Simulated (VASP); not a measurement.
# AlNi (P4/mmm) in VASP: further runs

Runs on AlNi. Level: r2SCAN. Tasks: single point.

All numbers are computed with VASP 6.6.1; they aren't measurements. Logs are shortened: lines on timing, memory, paths and dates and some standing lists are left out, and cuts for length are marked.

## Step 1: The cell of the first run

The typed cell holds 2 atoms: a = 2.742 Å, b = 2.742 Å, c = 2.747 Å, α = 90.00°, β = 90.00°, γ = 90.00°.

## Step 2: Single point, r2SCAN (10.33 Å³/atom)

POSCAR reads:

```
AlNi
1.0
    1.9390362237     -1.9390029999      0.0000000000
    1.9390362237      1.9390029999      0.0000000000
    0.0000000000      0.0000000000      2.7471618855
Al Ni
1 1
Direct
    0.0000000000      0.0000000000      0.0000000000
    0.5000000000      0.5000000000      0.5000000000
```

INCAR.step1 reads:

```
SYSTEM = AlNi
PREC = Accurate
ENCUT = 520
ISMEAR = 0
SIGMA = 0.1
LREAL = .FALSE.
LASPH = .TRUE.
NELM = 80
NBANDS = 14
GGA = PE
ALGO = Normal
EDIFF = 1E-4
LWAVE = .TRUE.
LCHARG = .FALSE.
```

INCAR.step2 reads:

```
SYSTEM = AlNi
PREC = Accurate
ENCUT = 520
EDIFF = 1E-7
ISMEAR = 0
SIGMA = 0.1
LREAL = .FALSE.
LASPH = .TRUE.
NELM = 80
ALGO = Normal
ISIF = 2
LWAVE = .FALSE.
LCHARG = .FALSE.
METAGGA = R2SCAN
LMIXTAU = .TRUE.
NBANDS = 14
ISTART = 1
```

KPOINTS reads:

```
Automatic mesh
0
G
  16 16 14
  0 0 0
```

Potentials or basis: VASP PAW PBE potentials, release 64 (Al, Ni).

Run with:

```sh
> cat potpaw_PBE.64/Al/POTCAR potpaw_PBE.64/Ni/POTCAR > POTCAR
> cp INCAR.step1 INCAR
> mpirun -np 1 vasp_std > vasp.out
> cp INCAR.step2 INCAR
> mpirun -np 1 vasp_std > vasp.out
```

OUTCAR:

```text
SYSTEM = AlNi
   PREC = Accurate
   ENCUT = 520
   EDIFF = 1E-7
   ISMEAR = 0
   LREAL = .FALSE.
   LASPH = .TRUE.
   NELM = 80
   ISIF = 2
   METAGGA = R2SCAN
   ISTART = 1

 ion  position               nearest neighbor table
   1  0.000  0.000  0.000-   2 2.38   2 2.38   2 2.38   2 2.38   2 2.38   2 2.38   2 2.38   2 2.38

   2  0.500  0.500  0.500-   1 2.38   1 2.38   1 2.38   1 2.38   1 2.38   1 2.38   1 2.38   1 2.38

  LATTYP: Found a base centered orthorhombic cell.
 ALAT       =     3.8780059998
 B/A-ratio  =     1.0000171345
 C/A-ratio  =     0.7083954707

  Lattice vectors:

 A1 = (  -1.9390362237,  -1.9390029999,   0.0000000000)
 A2 = (   1.9390362237,  -1.9390029999,   0.0000000000)
 A3 = (   0.0000000000,   0.0000000000,   2.7471618855)

Analysis of symmetry for initial positions (statically):
=====================================================================
 Subroutine PRICEL returns:
 Original cell was already a primitive cell.

 Routine SETGRP: Setting up the symmetry group for a
 base centered orthorhombic supercell.

 Subroutine GETGRP returns: Found  8 space group operations
 (whereof  8 operations were pure point group operations)
 out of a pool of  8 trial point group operations.

The static configuration has the point symmetry D_2h.

Analysis of symmetry for dynamics (positions and initial velocities):
=====================================================================
 Subroutine PRICEL returns:
 Original cell was already a primitive cell.

 Routine SETGRP: Setting up the symmetry group for a
 base centered orthorhombic supercell.

 Subroutine GETGRP returns: Found  8 space group operations
 (whereof  8 operations were pure point group operations)
 out of a pool of  8 trial point group operations.

The dynamic configuration has the point symmetry D_2h.

 Subroutine INISYM returns: Found  8 space group operations
 (whereof  8 operations are pure point group operations),
 and found     1 'primitive' translations

----------------------------------------------------------------------------------------

                                     Primitive cell

  volume of cell :      20.6575

  direct lattice vectors                    reciprocal lattice vectors
     1.939036224 -1.939003000  0.000000000     0.257860062 -0.257864480  0.000000000
     1.939036224  1.939003000  0.000000000     0.257860062  0.257864480  0.000000000
     0.000000000  0.000000000  2.747161886     0.000000000  0.000000000  0.364012039
[... 88 lines left out ...]
   IBRION =     -1    ionic relax: 0-MD 1-quasi-New 2-CG
   NFREE  =      0    steps in history (QN), initial steepest desc. (CG)
   ISIF   =      2    stress and relaxation
   ISYM   =      2    0-nonsym 1-usesym 2-fastsym
   POTIM  = 0.5000    time-step for ionic-motion
   TEBEG  =    0.0;   TEEND  =   0.0 temperature during run
   PSTRESS=    0.0 pullay stress
   NELECT =      13.0000    total number of electrons
   NUPDOWN=      -1.0000    fix difference up-down
   EMIN   =  10.00;   EMAX   =-10.00  energy-range for DOS
   EFERMI =   0.00;   METHOD = LEGACY
   ISMEAR =     0;   SIGMA  =   0.10  broadening in eV -4-tet -1-fermi 0-gaus
   EFERMI_NEDOS =   21; number of points for ismear=-14 and -15
   IALGO  =     38    algorithm
   IMIX   =      4    mixing-type and parameters
     AMIX     =   0.40;   BMIX     =  1.00
     AMIX_MAG =   1.60;   BMIX_MAG =  1.00
  volume/ion in A,a.u.               =      10.33        69.70
  Fermi-wavevector in a.u.,A,eV,Ry     =   1.402910  2.651115 26.778385  1.968156
  Thomas-Fermi vector in A             =   2.525624
   LORBIT       =      0    0 simple, 1 ext, 2 COOP (PROOUT), +10 PAW based schemes
   METAGGA = R2SCAN    functional components
   LHFCALC =     F    Hartree Fock is set to
   AEXX    =    0.0000 exact exchange contribution
   IVDW    =     0    specifies the selected vdW correction
   LEPSILON=     F    determine dielectric tensor
   LRPA    =     F    only Hartree local field effects (RPA)
 non-spin polarized calculation
 Gauss-broadening in eV      SIGMA  =   0.10
  energy-cutoff  :      520.00
  volume of cell :       20.66
 maximum number of plane-waves:       569
   NGX = 11   NGY = 11   NGZ = 11

 number of electron      13.0000029 magnetization

 Free energy of the ion-electron system (eV)
  ---------------------------------------------------
  ext. energy  EPLUGINS =         0.00000000
  ---------------------------------------------------
  free energy    TOTEN  =       -19.84225348 eV

  energy without entropy =      -19.83885918  energy(sigma->0) =      -19.84055633

 E-fermi :  11.9335     XC(G=0): -13.8048

 val. band max:       11.9110567345   @ k =   0.3750   0.1250   0.2143
 cond. band min:      11.9439930756   @ k =   0.4375   0.3125   0.5000
 fundamental gap:      0.0329363411
 Fermi energy:        11.9335289885

 k-point     1 :       0.0000    0.0000    0.0000
  band No.  band energies     occupation
      1      -0.9135      2.00000
      2       7.7974      2.00000
      3       7.8013      2.00000
      4      10.0006      2.00000
      5      10.0007      2.00000
      6      10.0071      2.00000
      7      18.4897      0.00000
      8      18.5666      0.00000
      9      18.5667      0.00000
     10      20.8432      0.00000
     11      20.8601      0.00000
     12      29.9028      0.00000
     13      35.8081      0.00000
     14      35.8082      0.00000
[... 377 lines left out ...]
      1      -0.7456      2.00000
      2       7.8091      2.00000
      3       7.8290      2.00000
      4       9.9270      2.00000
      5       9.9572      2.00000
      6       9.9741      2.00000
      7      17.4268      0.00000
      8      17.9203      0.00000
      9      18.7090      0.00000
     10      21.3519      0.00000
     11      22.2675      0.00000
     12      30.3888      0.00000
     13      33.8239      0.00000
     14      34.6229      0.00000

 [... further k-points ...]
[... 5 lines left out ...]
  --------------------------------------------------------------------------------------
  -------------------------------------------------------------------------------------
  Total        3.7808318      3.7817231      3.7644659      0.0000000      0.0000000      0.0000000
  in kB      293.2373541    293.3064816    291.9680289      0.0000000      0.0000000      0.0000000
  external PRESSURE =     292.8372882 kB  Pullay stress =       0.0000000 kB

 VOLUME and BASIS-vectors are now :
 -----------------------------------------------------------------------------
  energy-cutoff  :      520.00
  volume of cell :       20.66
      direct lattice vectors                 reciprocal lattice vectors
     1.939036224 -1.939003000  0.000000000     0.257860062 -0.257864480  0.000000000
     1.939036224  1.939003000  0.000000000     0.257860062  0.257864480  0.000000000
     0.000000000  0.000000000  2.747161886     0.000000000  0.000000000  0.364012039

 POSITION                                       TOTAL-FORCE (eV/Angst)
 -----------------------------------------------------------------------------------
      0.00000      0.00000      0.00000        -0.000000     -0.000000      0.000000
      1.93904      0.00000      1.37358         0.000000      0.000000      0.000000
 -----------------------------------------------------------------------------------
    total drift:                                0.000000      0.000000     -0.000000

  FREE ENERGIE OF THE ION-ELECTRON SYSTEM (eV)
  ---------------------------------------------------
  free  energy   TOTEN  =       -19.8422534839 eV

  energy  without entropy=      -19.8388591771  energy(sigma->0) =      -19.84055633
```

Wall time 5.6 min (1 thread of Intel Xeon Platinum 8488C (Sapphire Rapids), shared host); peak memory 0.27 GiB.

Results:

- Free energy: -19.8423 eV
- Pressure: 29.3 GPa
- Band gap on the k mesh: zero (an odd number of electrons rules out a gap without spin polarisation)

Levels at points of the mesh, in eV from the Fermi level:
```
           k point  band 3  band 4  band 5  band 6  band 7  band 8  band 9  band 10  band 11  band 12
(0.00, 0.00, 0.00)   -4.13   -1.93   -1.93   -1.93    6.56    6.63    6.63     8.91     8.93    17.97
(0.50, 0.00, 0.00)   -3.49   -2.82   -2.80   -1.82   -0.71    8.81   11.30    11.37    13.19    13.25
(0.50, 0.50, 0.00)   -3.50   -3.50   -2.64   -2.64   -1.22    1.91    3.50    15.07    17.05    17.05
(0.00, 0.00, 0.50)   -3.49   -2.80   -2.80   -1.81   -0.72    8.81   11.36    11.36    13.23    13.23
(0.50, 0.00, 0.50)   -3.52   -3.51   -2.63   -2.63   -1.22    1.89    3.48    15.13    17.09    17.11
(0.50, 0.50, 0.50)   -5.10   -1.19   -1.18    1.91    1.92    1.92    5.34     5.34     5.37     5.95
```

Caveat: the cell stands under pressure; the PAW data sets were made with another functional, which shifts forces and pressure a little.

## Step 3: Single point, r2SCAN (10.68 Å³/atom)

This run uses another cell than the first one, of 10.68 Å³/atom.

POSCAR reads:

```
AlNi
1.0
    1.9604670177     -1.9604053696      0.0000000000
    1.9604670177      1.9604053696      0.0000000000
    0.0000000000      0.0000000000      2.7790857815
Al Ni
1 1
Direct
    0.0000000000      0.0000000000      0.0000000000
    0.5000000000      0.5000000000      0.5000000000
```

INCAR.step1 reads:

```
SYSTEM = AlNi
PREC     = Accurate       ! precision mode
ENCUT    = 520            ! plane-wave cutoff, eV
ISMEAR   = 0              ! smearing method
SIGMA    = 0.1            ! smearing width, eV
LREAL    = .False.        ! projectors in reciprocal space
LASPH    = .True.         ! aspherical terms in the spheres
NELM     = 80             ! most SCF steps
NBANDS   = 14             ! bands
GGA      = PE             ! functional
ALGO     = Normal         ! electronic algorithm
EDIFF    = 1E-4           ! SCF threshold, eV
LWAVE    = .True.         ! write WAVECAR
LCHARG   = .False.        ! write CHGCAR
```

INCAR.step2 reads:

```
SYSTEM = AlNi
PREC     = Accurate       ! precision mode
ENCUT    = 520            ! plane-wave cutoff, eV
EDIFF    = 1E-6           ! SCF threshold, eV
ISMEAR   = 0              ! smearing method
SIGMA    = 0.1            ! smearing width, eV
LREAL    = .False.        ! projectors in reciprocal space
LASPH    = .True.         ! aspherical terms in the spheres
NELM     = 80             ! most SCF steps
ALGO     = Normal         ! electronic algorithm
ISIF     = 2              ! what is computed and relaxed
LWAVE    = .False.        ! write WAVECAR
LCHARG   = .False.        ! write CHGCAR
METAGGA  = R2SCAN         ! meta-GGA
LMIXTAU  = .True.       
NBANDS   = 14             ! bands
ISTART   = 1
```

KPOINTS reads:

```
Automatic mesh
0
Gamma
  16 16 14
  0 0 0
```

Potentials or basis: VASP PAW PBE potentials, release 64 (Al, Ni).

Run with:

```sh
> cat potpaw_PBE.64/Al/POTCAR potpaw_PBE.64/Ni/POTCAR > POTCAR
> cp INCAR.step1 INCAR
> mpirun -np 1 vasp_std > vasp.out
> cp INCAR.step2 INCAR
> mpirun -np 1 vasp_std > vasp.out
```

OUTCAR:

```text
SYSTEM = AlNi
   PREC = Accurate
   ENCUT = 520
   EDIFF = 1E-6
   ISMEAR = 0
   LREAL = .False.
   LASPH = .True.
   NELM = 80
   ISIF = 2
   METAGGA = R2SCAN
   ISTART = 1

 ion  position               nearest neighbor table
   1  0.000  0.000  0.000-   2 2.40   2 2.40   2 2.40   2 2.40   2 2.40   2 2.40   2 2.40   2 2.40

   2  0.500  0.500  0.500-   1 2.40   1 2.40   1 2.40   1 2.40   1 2.40   1 2.40   1 2.40   1 2.40

  LATTYP: Found a base centered orthorhombic cell.
 ALAT       =     3.9208107392
 B/A-ratio  =     1.0000314466
 C/A-ratio  =     0.7088038588

  Lattice vectors:

 A1 = (  -1.9604670177,  -1.9604053696,   0.0000000000)
 A2 = (   1.9604670177,  -1.9604053696,   0.0000000000)
 A3 = (   0.0000000000,   0.0000000000,   2.7790857815)

Analysis of symmetry for initial positions (statically):
=====================================================================
 Subroutine PRICEL returns:
 Original cell was already a primitive cell.

 Routine SETGRP: Setting up the symmetry group for a
 base centered orthorhombic supercell.

 Subroutine GETGRP returns: Found  8 space group operations
 (whereof  8 operations were pure point group operations)
 out of a pool of  8 trial point group operations.
[... 172 lines left out ...]
  band No.  band energies     occupation
      1      -1.1399      2.00000
      2       7.4997      2.00000
      3       7.5037      2.00000
      4       9.5882      2.00000
      5       9.5883      2.00000
      6       9.5954      2.00000
      7      17.8088      0.00000
      8      17.9073      0.00000
      9      17.9075      0.00000
     10      20.2233      0.00000
     11      20.2453      0.00000
     12      28.7018      0.00000
     13      34.8698      0.00000
     14      34.8768      0.00000
[... 377 lines left out ...]
      1      -0.9758      2.00000
      2       7.5097      2.00000
      3       7.5294      2.00000
      4       9.5186      2.00000
      5       9.5461      2.00000
      6       9.5631      2.00000
      7      16.8049      0.00000
      8      17.2761      0.00000
      9      18.0236      0.00000
     10      20.7142      0.00000
     11      21.6120      0.00000
     12      29.1896      0.00000
     13      32.9452      0.00000
     14      33.7339      0.00000

 [... further k-points ...]
[... 5 lines left out ...]
  --------------------------------------------------------------------------------------
  -------------------------------------------------------------------------------------
  Total        2.6772734      2.6788057      2.6636059     -0.0000000      0.0000000      0.0000000
  in kB      200.8010253    200.9159537    199.7759399     -0.0000000      0.0000000      0.0000000
  external PRESSURE =     200.4976396 kB  Pullay stress =       0.0000000 kB

 VOLUME and BASIS-vectors are now :
 -----------------------------------------------------------------------------
  energy-cutoff  :      520.00
  volume of cell :       21.36
      direct lattice vectors                 reciprocal lattice vectors
     1.960467018 -1.960405370  0.000000000     0.255041271 -0.255049291  0.000000000
     1.960467018  1.960405370  0.000000000     0.255041271  0.255049291  0.000000000
     0.000000000  0.000000000  2.779085782     0.000000000  0.000000000  0.359830563

 POSITION                                       TOTAL-FORCE (eV/Angst)
 -----------------------------------------------------------------------------------
      0.00000      0.00000      0.00000         0.000000      0.000000      0.000000
      1.96047      0.00000      1.38954        -0.000000      0.000000      0.000000
 -----------------------------------------------------------------------------------
    total drift:                                0.000000     -0.000000     -0.000000

  FREE ENERGIE OF THE ION-ELECTRON SYSTEM (eV)
  ---------------------------------------------------
  free  energy   TOTEN  =       -19.9503035056 eV

  energy  without entropy=      -19.9468524367  energy(sigma->0) =      -19.94857797
```

OUTCAR.step1:

```text
SYSTEM = AlNi
   PREC = Accurate
   ENCUT = 520
   ISMEAR = 0
   LREAL = .False.
   LASPH = .True.
[... 633 lines left out ...]
      0.00000      0.00000      0.00000        -0.000000      0.000000      0.000000
      1.96047      0.00000      1.38954         0.000000     -0.000000      0.000000
 -----------------------------------------------------------------------------------
    total drift:                                0.000000     -0.000000     -0.000000

  FREE ENERGIE OF THE ION-ELECTRON SYSTEM (eV)
  ---------------------------------------------------
  free  energy   TOTEN  =       -10.3327964437 eV

  energy  without entropy=      -10.3293848439  energy(sigma->0) =      -10.33109064
```

It took 6 min on 1 thread of Intel Xeon Platinum 8488C (Sapphire Rapids), shared host; peak memory 0.29 GiB.

What came out:

```
Free energy            : -19.9503 eV
Pressure               : 20.0 GPa
Band gap on the k mesh : zero (an odd number of electrons rules out a gap without spin polarisation)
```

Levels at points of the mesh, in eV from the Fermi level:
| k point | band 4 | band 5 | band 6 | band 7 | band 8 | band 9 | band 10 | band 11 |
| --- | --- | --- | --- | --- | --- | --- | --- | --- |
| (0.00, 0.00, 0.00) | -1.85 | -1.85 | -1.84 | 6.37 | 6.47 | 6.47 | 8.79 | 8.81 |
| (0.50, 0.00, 0.00) | -2.70 | -2.68 | -1.74 | -0.69 | 8.78 | 11.11 | 11.20 | 12.80 |
| (0.50, 0.50, 0.00) | -3.40 | -2.52 | -2.52 | -1.16 | 1.84 | 3.32 | 14.63 | 16.75 |
| (0.00, 0.00, 0.50) | -2.68 | -2.68 | -1.73 | -0.71 | 8.78 | 11.19 | 11.19 | 12.85 |
| (0.50, 0.00, 0.50) | -3.41 | -2.51 | -2.50 | -1.17 | 1.81 | 3.29 | 14.70 | 16.79 |
| (0.50, 0.50, 0.50) | -1.14 | -1.13 | 1.94 | 1.95 | 1.95 | 5.17 | 5.17 | 5.20 |

Caveat: the cell stands under pressure; the PAW data sets were made with another functional, which shifts forces and pressure a little. Spin polarisation is off, so any magnetic state and its effect on volume and gap are missing.
